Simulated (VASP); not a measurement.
A run of VASP 6.6.1 is set up as follows.

Contents of INCAR:

```
PREC = Accurate
ENCUT = 500
EDIFF = 1E-6
ISMEAR = 0
SIGMA = 0.1
LREAL = False
LASPH = True
NELM = 120
ALGO = Normal
ISIF = 2
LWAVE = False
LCHARG = True
GGA = PE
LELF = True
LVHAR = True
NBANDS = 16
GGA_COMPAT = False
```

Contents of KPOINTS:

```
regular mesh
0
Gamma
  12 12 12
```

Contents of POSCAR:

```
InAs
1.0
    0.0000000000      3.0180000000      3.0180000000
    3.0180000000      0.0000000000      3.0180000000
    3.0180000000      3.0180000000      0.0000000000
In As
1 1
Direct
    0.0000000000      0.0000000000      0.0000000000
    0.2500000000      0.2500000000      0.2500000000
```

Potentials or basis: VASP PAW PBE potentials, release 64 (In_d, As).

The run is started by

```console
$ cat potpaw_PBE.64/In_d/POTCAR potpaw_PBE.64/As/POTCAR > POTCAR
$ mpirun -np 1 vasp_std > vasp.out
```

(1) What does it give for the pressure?

(2) Estimate the band gap on the k mesh.

Answers

(1) 4.3 GPa.

(2) zero (filled and empty bands touch).

Caveat: spin-orbit coupling is left out, which moves the levels of the heavy elements.
